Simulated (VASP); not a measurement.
# Ge (P4_32_12) in VASP: single point with LDA

Aim: the single point of Ge with LDA.

Everything below comes from runs of VASP 6.6.1. Logs are shortened: lines on timing, memory, paths and dates and some standing lists are left out, and cuts for length are marked.

**Measured values to compare with.**

“Properties of the exotic metastable ST12 germanium allotrope”, 2017, pmc:5216117 reports, for a powder of Ge: band gap 0.74 ± 0.02 eV (optical).

The runs below are set against these values where they give the same quantity.

### Step 1. The cell of the first run

Symmetry: P4_32_12, No. 96, tetragonal system. The conventional cell has a = 5.875 Å, b = 5.875 Å, c = 6.913 Å, α = 90.00°, β = 90.00°, γ = 90.00°. Within 3.2 Å of Ge (site symmetry 2) lie 4 Ge at 2.46 to 2.47 Å. Ge (site symmetry 1) has 4 Ge at 2.46 to 2.49 Å within 3.2 Å.

### Step 2. Single point, LDA

INCAR

```
PREC     = Accurate       # precision mode
ENCUT    = 520            # plane-wave cutoff, eV
EDIFF    = 1E-7           # SCF threshold, eV
ISMEAR   = 0              # smearing method
SIGMA    = 0.02           # smearing width, eV
LREAL    = False          # projectors in reciprocal space
LASPH    = True           # aspherical terms in the spheres
NELM     = 60             # most SCF steps
ALGO     = Normal         # electronic algorithm
ISIF     = 2              # what is computed and relaxed
LWAVE    = False          # write WAVECAR
LCHARG   = False          # write CHGCAR
NBANDS   = 96             # bands
```

KPOINTS

```
Automatic mesh
0
Gamma
  6 6 4
```

POSCAR

```
Ge
1.0
    5.8746101326      0.0000000000      0.0000000000
    0.0000000000      5.8746101326      0.0000000000
    0.0000000000      0.0000000000      6.9126058130
Ge
12
Direct
    0.0885782913      0.0885782913      0.0000000000
    0.4114217087      0.5885782913      0.7500000000
    0.9114217087      0.9114217087      0.5000000000
    0.5885782913      0.4114217087      0.2500000000
    0.1718569481      0.3702456676      0.2557113477
    0.1297543324      0.6718569481      1.0057113477
    0.8281430519      0.6297543324      0.7557113477
    0.8702456676      0.3281430519      0.5057113477
    0.6718569481      0.1297543324     -0.0057113477
    0.6297543324      0.8281430519      0.2442886523
    0.3281430519      0.8702456676      0.4942886523
    0.3702456676      0.1718569481      0.7442886523
```

Potentials or basis: VASP PAW LDA potentials, release 64 (Ge_d).

Launch:

```
> cat potpaw_LDA.64/Ge_d/POTCAR > POTCAR
> mpirun -np 1 vasp_std > vasp.out
```

OUTCAR:

```text
PREC = Accurate
   ENCUT = 520
   EDIFF = 1E-7
   ISMEAR = 0
   LREAL = False
   LASPH = True
   NELM = 60
   ISIF = 2

 ion  position               nearest neighbor table
   1  0.089  0.089  0.000-   6 2.46   9 2.46   5 2.47  12 2.47
   2  0.411  0.589  0.750-   7 2.46  12 2.46  11 2.47   6 2.47
   3  0.911  0.911  0.500-   8 2.46  11 2.46  10 2.47   7 2.47
   4  0.589  0.411  0.250-   5 2.46  10 2.46   9 2.47   8 2.47
   5  0.172  0.370  0.256-   4 2.46   1 2.47   6 2.49   8 2.49
   6  0.130  0.672  0.006-   1 2.46   2 2.47   5 2.49   7 2.49
   7  0.828  0.630  0.756-   2 2.46   3 2.47   6 2.49   8 2.49
   8  0.870  0.328  0.506-   3 2.46   4 2.47   5 2.49   7 2.49
   9  0.672  0.130  0.994-   1 2.46   4 2.47  10 2.49  12 2.49
  10  0.630  0.828  0.244-   4 2.46   3 2.47   9 2.49  11 2.49
  11  0.328  0.870  0.494-   3 2.46   2 2.47  10 2.49  12 2.49
  12  0.370  0.172  0.744-   2 2.46   1 2.47   9 2.49  11 2.49

  LATTYP: Found a simple tetragonal cell.
 ALAT       =     5.8746101326
 C/A-ratio  =     1.1766918412

  Lattice vectors:

 A1 = (   5.8746101326,   0.0000000000,   0.0000000000)
 A2 = (   0.0000000000,   5.8746101326,   0.0000000000)
 A3 = (   0.0000000000,   0.0000000000,   6.9126058130)

Analysis of symmetry for initial positions (statically):
=====================================================================
 Subroutine PRICEL returns:
 Original cell was already a primitive cell.

 Routine SETGRP: Setting up the symmetry group for a
 simple tetragonal supercell.

 Subroutine GETGRP returns: Found  8 space group operations
 (whereof  2 operations were pure point group operations)
 out of a pool of 16 trial point group operations.

The static configuration has the point symmetry C_2 .
 The point group associated with its full space group is D_4 .

Analysis of symmetry for dynamics (positions and initial velocities):
=====================================================================
 Subroutine PRICEL returns:
 Original cell was already a primitive cell.

 Routine SETGRP: Setting up the symmetry group for a
 simple tetragonal supercell.

 Subroutine GETGRP returns: Found  8 space group operations
 (whereof  2 operations were pure point group operations)
 out of a pool of 16 trial point group operations.

The dynamic configuration has the point symmetry C_2 .
 The point group associated with its full space group is D_4 .

 Subroutine INISYM returns: Found  8 space group operations
 (whereof  2 operations are pure point group operations),
 and found     1 'primitive' translations

----------------------------------------------------------------------------------------

                                     Primitive cell

  volume of cell :     238.5612

  direct lattice vectors                    reciprocal lattice vectors
     5.874610133  0.000000000  0.000000000     0.170224062  0.000000000  0.000000000
     0.000000000  5.874610133  0.000000000     0.000000000  0.170224062  0.000000000
     0.000000000  0.000000000  6.912605813     0.000000000  0.000000000  0.144663247

  length of vectors
     5.874610133  5.874610133  6.912605813     0.170224062  0.170224062  0.144663247

  position of ions in fractional coordinates (direct lattice)
     0.088578291  0.088578291  0.000000000
     0.411421709  0.588578291  0.750000000
     0.911421709  0.911421709  0.500000000
     0.588578291  0.411421709  0.250000000
     0.171856948  0.370245668  0.255711348
     0.129754332  0.671856948  0.005711348
     0.828143052  0.629754332  0.755711348
     0.870245668  0.328143052  0.505711348
     0.671856948  0.129754332  0.994288652
     0.629754332  0.828143052  0.244288652
     0.328143052  0.870245668  0.494288652
     0.370245668  0.171856948  0.744288652

  ion indices of the primitive-cell ions
   primitive index   ion index
                 1           1
                 2           2
                 3           3
                 4           4
                 5           5
                 6           6
                 7           7
                 8           8
                 9           9
                10          10
                11          11
                12          12

----------------------------------------------------------------------------------------

 KPOINTS: Automatic mesh

Automatic generation of k-mesh.
 Grid dimensions read from file:
 generate k-points for:    6    6    4

 Generating k-lattice:

  Cartesian coordinates                     Fractional coordinates (reciprocal lattice)
     0.028370677  0.000000000  0.000000000     0.166666667  0.000000000  0.000000000
     0.000000000  0.028370677  0.000000000     0.000000000  0.166666667  0.000000000
     0.000000000  0.000000000  0.036165812     0.000000000  0.000000000  0.250000000

  Length of vectors
     0.028370677  0.028370677  0.036165812

  Shift w.r.t. Gamma in fractional coordinates (k-lattice)
     0.000000000  0.000000000  0.000000000

 Subroutine IBZKPT returns following result:
 ===========================================

 Found     30 irreducible k-points:

 Following reciprocal coordinates:
            Coordinates               Weight
  0.000000  0.000000  0.000000      1.000000
  0.166667  0.000000  0.000000      4.000000
  0.333333  0.000000  0.000000      4.000000
  0.500000  0.000000  0.000000      2.000000
  0.166667  0.166667  0.000000      4.000000
  0.333333  0.166667  0.000000      8.000000
[... 16 lines left out ...]
  0.333333  0.000000  0.500000      4.000000
  0.500000  0.000000  0.500000      2.000000
 [... further k-points ...]
   k-points           NKPTS =     30   k-points in BZ     NKDIM =     30   number of bands    NBANDS=     96
   number of dos      NEDOS =    301   number of ions     NIONS =     12
   total plane-waves  NPLWV = 124416
   dimension x,y,z NGX =    48 NGY =   48 NGZ =   54
   dimension x,y,z NGXF=    96 NGYF=   96 NGZF=  108
   ions per type =              12
   NGX,Y,Z   is equivalent  to a cutoff of  13.58, 13.58, 12.99 a.u.
   NGXF,Y,Z  is equivalent  to a cutoff of  27.17, 27.17, 25.97 a.u.
 SYSTEM =  unknown system
   PREC   = accura    normal or accurate (medium, high low for compatibility)
   ISTART =      0    job   : 0-new  1-cont  2-samecut
   ICHARG =      2    charge: 1-file 2-atom 10-const
   ISPIN  =      1    spin polarized calculation?
   LNONCOLLINEAR =      F non collinear calculations
   LSORBIT =      F    spin-orbit coupling
   LASPH  =      T    aspherical Exc in radial PAW
   ENCUT  =  520.0 eV  38.22 Ry    6.18 a.u.  10.92 10.92 12.85*2*pi/ulx,y,z
   NELM   =     60;   NELMIN=  2; NELMDL= -5     # of ELM steps
   EDIFF  = 0.1E-06   stopping-criterion for ELM
   LREAL  =      F    real-space projection
   EDIFFG = 0.1E-05   stopping-criterion for IOM
   NSW    =      0    number of steps for IOM
   IBRION =     -1    ionic relax: 0-MD 1-quasi-New 2-CG
   NFREE  =      0    steps in history (QN), initial steepest desc. (CG)
   ISIF   =      2    stress and relaxation
   ISYM   =      2    0-nonsym 1-usesym 2-fastsym
   POTIM  = 0.5000    time-step for ionic-motion
   TEBEG  =    0.0;   TEEND  =   0.0 temperature during run
   PSTRESS=    0.0 pullay stress
   NELECT =     168.0000    total number of electrons
   NUPDOWN=      -1.0000    fix difference up-down
   EMIN   =  10.00;   EMAX   =-10.00  energy-range for DOS
   EFERMI =   0.00;   METHOD = LEGACY
   ISMEAR =     0;   SIGMA  =   0.02  broadening in eV -4-tet -1-fermi 0-gaus
   EFERMI_NEDOS =   21; number of points for ismear=-14 and -15
   IALGO  =     38    algorithm
   IMIX   =      4    mixing-type and parameters
     AMIX     =   0.40;   BMIX     =  1.00
     AMIX_MAG =   1.60;   BMIX_MAG =  1.00
  volume/ion in A,a.u.               =      19.88       134.16
  Fermi-wavevector in a.u.,A,eV,Ry     =   1.456503  2.752391 28.863401  2.121400
  Thomas-Fermi vector in A             =   2.573413
   LORBIT       =      0    0 simple, 1 ext, 2 COOP (PROOUT), +10 PAW based schemes
   GGA     = CA    functional components
   LHFCALC =     F    Hartree Fock is set to
   AEXX    =    0.0000 exact exchange contribution
   IVDW    =     0    specifies the selected vdW correction
   LEPSILON=     F    determine dielectric tensor
   LRPA    =     F    only Hartree local field effects (RPA)
 non-spin polarized calculation
 Gauss-broadening in eV      SIGMA  =   0.02
  energy-cutoff  :      520.00
  volume of cell :      238.56
 maximum number of plane-waves:      6448
 NGX is ok and might be reduce to    48
   NGX = 21   NGY = 21   NGZ = 25

 number of electron     167.9999860 magnetization

 Free energy of the ion-electron system (eV)
  ---------------------------------------------------
  ext. energy  EPLUGINS =         0.00000000
  ---------------------------------------------------
  free energy    TOTEN  =       -60.96173428 eV

  energy without entropy =      -60.96173428  energy(sigma->0) =      -60.96173428

 E-fermi :   5.5339     XC(G=0): -11.0998

 val. band max:        5.3536741544   @ k =   0.3333   0.3333   0.0000
 cond. band min:       5.8589391044   @ k =   0.3333   0.3333   0.0000
 fundamental gap:      0.5052649500
 Fermi energy:         5.5338893735

 k-point     1 :       0.0000    0.0000    0.0000
  band No.  band energies     occupation
      1     -19.1371      2.00000
      2     -19.1066      2.00000
      3     -19.1066      2.00000
      4     -19.0852      2.00000
      5     -19.0852      2.00000
      6     -19.0843      2.00000
[... 88 lines left out ...]
     95      10.2734      0.00000
     96      10.2734      0.00000

 k-point     2 :       0.1667    0.0000    0.0000
  band No.  band energies     occupation
      1     -19.1337      2.00000
      2     -19.1079      2.00000
      3     -19.1041      2.00000
      4     -19.0910      2.00000
      5     -19.0855      2.00000
      6     -19.0841      2.00000
[... 2167 lines left out ...]
     95      10.0736      0.00000
     96      10.0736      0.00000

 k-point    24 :       0.5000    0.0000    0.5000
  band No.  band energies     occupation
      1     -19.1138      2.00000
      2     -19.1138      2.00000
      3     -19.1125      2.00000
      4     -19.1125      2.00000
      5     -19.0844      2.00000
      6     -19.0844      2.00000
[... 88 lines left out ...]
     95       9.8148      0.00000
     96       9.8148      0.00000

 [... further k-points ...]
[... 5 lines left out ...]
  --------------------------------------------------------------------------------------
  -------------------------------------------------------------------------------------
  Total        0.2075516      0.2075516      0.2093092      0.0000000      0.0000000     -0.0000000
  in kB        1.3939165      1.3939165      1.4057205      0.0000000      0.0000000     -0.0000000
  external PRESSURE =       1.3978512 kB  Pullay stress =       0.0000000 kB

 VOLUME and BASIS-vectors are now :
 -----------------------------------------------------------------------------
  energy-cutoff  :      520.00
  volume of cell :      238.56
      direct lattice vectors                 reciprocal lattice vectors
     5.874610133  0.000000000  0.000000000     0.170224062  0.000000000  0.000000000
     0.000000000  5.874610133  0.000000000     0.000000000  0.170224062  0.000000000
     0.000000000  0.000000000  6.912605813     0.000000000  0.000000000  0.144663247

 POSITION                                       TOTAL-FORCE (eV/Angst)
 -----------------------------------------------------------------------------------
      0.52036      0.52036      0.00000        -0.001778     -0.001778     -0.000000
      2.41694      3.45767      5.18445         0.001778     -0.001778     -0.000000
      5.35425      5.35425      3.45630         0.001778      0.001778     -0.000000
      3.45767      2.41694      1.72815        -0.001778      0.001778     -0.000000
      1.00959      2.17505      1.76763        -0.001673      0.000402      0.005645
      0.76226      3.94690      0.03948        -0.000402     -0.001673      0.005645
      4.86502      3.69956      5.22393         0.001673     -0.000402      0.005645
      5.11235      1.92771      3.49578         0.000402      0.001673      0.005645
      3.94690      0.76226      6.87313        -0.001673     -0.000402     -0.005645
      3.69956      4.86502      1.68867        -0.000402      0.001673     -0.005645
      1.92771      5.11235      3.41682         0.001673      0.000402     -0.005645
      2.17505      1.00959      5.14497         0.000402     -0.001673     -0.005645
 -----------------------------------------------------------------------------------
    total drift:                                0.000000     -0.000000     -0.000000

  FREE ENERGIE OF THE ION-ELECTRON SYSTEM (eV)
  ---------------------------------------------------
  free  energy   TOTEN  =       -60.9617342803 eV

  energy  without entropy=      -60.9617342803  energy(sigma->0) =      -60.96173428
```

Run time: 9.8 min. Hardware: 1 thread of Intel Xeon Platinum 8488C (Sapphire Rapids), shared host; peak memory 0.55 GiB.

What came out:

```
Free energy            : -60.9617 eV
Pressure               : 0.1 GPa
Largest force          : 0.006 eV/Å
Band gap on the k mesh : 0.51 eV
```

Forces in eV/Å, atoms in the order of the input:
```
Ge  -0.002 -0.002  0.000
Ge   0.002 -0.002  0.000
Ge   0.002  0.002  0.000
Ge  -0.002  0.002  0.000
Ge  -0.002  0.000  0.006
Ge   0.000 -0.002  0.006
Ge   0.002  0.000  0.006
Ge   0.000  0.002  0.006
Ge  -0.002  0.000 -0.006
Ge   0.000  0.002 -0.006
Ge   0.002  0.000 -0.006
Ge   0.000 -0.002 -0.006
```

Levels at points of the mesh, in eV from the valence-band top:
```
           k point  band 80  band 81  band 82  band 83  band 84  band 85  band 86  band 87  band 88  band 89
(0.00, 0.00, 0.00)    -1.79    -1.09    -1.03    -1.03    -0.24     1.42     1.68     1.68     2.53     3.35
(0.50, 0.00, 0.00)    -1.87    -0.60    -0.60    -0.10    -0.10     1.22     1.22     2.29     2.29     2.56
(0.50, 0.50, 0.00)    -1.14    -0.35    -0.35    -0.09    -0.09     1.22     1.22     1.62     1.62     1.86
(0.00, 0.00, 0.50)    -1.99    -1.23    -1.23    -0.78    -0.78     0.80     0.80     1.48     1.48     3.53
(0.50, 0.00, 0.50)    -1.05    -0.84    -0.84    -0.57    -0.57     0.77     0.77     1.28     1.28     2.55
(0.50, 0.50, 0.50)    -1.45    -1.05    -1.05    -1.05    -1.05     1.21     1.21     1.21     1.21     1.95
```

### Step 3. How close it comes

Step 2. Measured gap of Ge: 0.74 eV (optical; powder; “Properties of the exotic metastable ST12 germanium allotrope”, 2017, pmc:5216117). This calculation gives 0.51 eV (-0.23 eV). Spin-orbit coupling on Ge is left out. The value is that of LDA on a finite k mesh, which can miss the band edges, without temperature or zero-point motion. Semilocal functionals fall short of measured gaps as a rule.
